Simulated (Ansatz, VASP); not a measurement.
**Two plane-wave programs on LiCl**

INCAR

```
SYSTEM = LiCl
PREC = Accurate ; ENCUT = 520
EDIFF = 1E-7 ; ISMEAR = -1
SIGMA = 0.02 ; LREAL = .False.
LASPH = .True. ; NELM = 100
ALGO = Normal ; ISIF = 2
LWAVE = .False. ; LCHARG = .True.
GGA = PE ; LELF = .True.
LVHAR = .True. ; NBANDS = 12
```

The input KPOINTS:

```
Automatic mesh
0
Gamma
  8 8 8
  0 0 0
```

Contents of POSCAR:

```
LiCl
1.0
    0.0639531955      2.7437014098      2.7437014098
    2.7437014098      0.0639531955      2.7437014098
    2.7437014098      2.7437014098      0.0639531955
Li Cl
1 1
Direct
    0.0023726868      0.0023726868      0.0023726868
    0.2476273132      0.2476273132      0.2476273132
```

Input for Ansatz:

```yaml
crystal:
  lattice:
    - [0.0639531955, 2.7437014098, 2.7437014098]
    - [2.7437014098, 0.0639531955, 2.7437014098]
    - [2.7437014098, 2.7437014098, 0.0639531955]
  atoms:
    - { symbol: Li, position: [0.0023726868, 0.0023726868, 0.0023726868] }
    - { symbol: Cl, position: [0.2476273132, 0.2476273132, 0.2476273132] }
kpoints:
  mp_grid: { grid: [8, 8, 8] }
  band_path:
    path:
      - [0.0, 0.0, 0.0]
      - [-0.5, -0.5, 0.0]
      - [-0.375, -0.375, 0.25]
      - [-0.375, 0.0, 0.375]
      - [0.0, 0.0, 0.5]
      - [-0.5, -0.25, 0.25]
    npoints: 1
hamiltonian:
  xc: pbe
scf:
  occupations: { method: fermi_dirac, width: 0.02 }
  n_extra_bands: 4
output:
  forces: true
  stress: true
  eigenvalues: true
```

Change from the starting cell: epitaxial_111 strain -1.9%.

Alike in both runs: task single point; functional PBE; k mesh 8 × 8 × 8; occupations fermi-dirac, width 0.02 eV; no spin polarisation.

```csv
,VASP,Ansatz
version,VASP 6.6.1,Ansatz 0.2.0
potentials or method,"VASP PAW PBE potentials, release 64 (Li_sv, Cl)","plane waves, PAW"
plane-wave cutoff (eV),520,420
valence electrons in the cell,10,10
```

```tsv
	VASP	Ansatz	Ansatz less VASP
gap on the k mesh at the Fermi level (eV)	6.07	6.07	-0.006
```

Noted on VASP's run: the cutoff is under 1.25 times that of the potentials, so the pressure is a little rough.
